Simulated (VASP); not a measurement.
A run of VASP 6.6.1 is set up as follows.

INCAR

```
SYSTEM = Al
ALGO = Normal
EDIFF = 1E-7
ENCUT = 520
GGA = PE
ISIF = 2
ISMEAR = -1
IVDW = 12
LASPH = .TRUE.
LCHARG = .FALSE.
LREAL = .FALSE.
LWAVE = .FALSE.
NBANDS = 10
NELM = 100
PREC = Accurate
SIGMA = 0.15
```

File KPOINTS:

```
k-points
0
G
  18 18 10
  0 0 0
```

POSCAR

```
Al
1.0
    2.8351573212      0.0000000000      0.0000000000
   -1.4175786606      2.4553182639      0.0000000000
    0.0000000000      0.0000000000      4.6688404997
Al
2
Direct
    0.6666666667      0.3333333333      0.7500000000
    0.3333333333      0.6666666667      0.2500000000
```

Potentials or basis: VASP PAW PBE potentials, release 64 (Al).

Launch:

```bash
$ cat potpaw_PBE.64/Al/POTCAR > POTCAR
$ mpirun -np 1 vasp_std > vasp.out
```

(1) What does it give for the dispersion energy per atom?

(2) What does it give for the pressure?

(3) What does it give for the band gap on the k mesh?

Answers

(1) -0.342 eV.

(2) -1.6 GPa.

(3) zero (band 3 reaches 12.27 eV, above the bottom of band 4 at 4.94 eV).

Caveat: pairwise dispersion overbinds metals, which lowers pressure and volume.
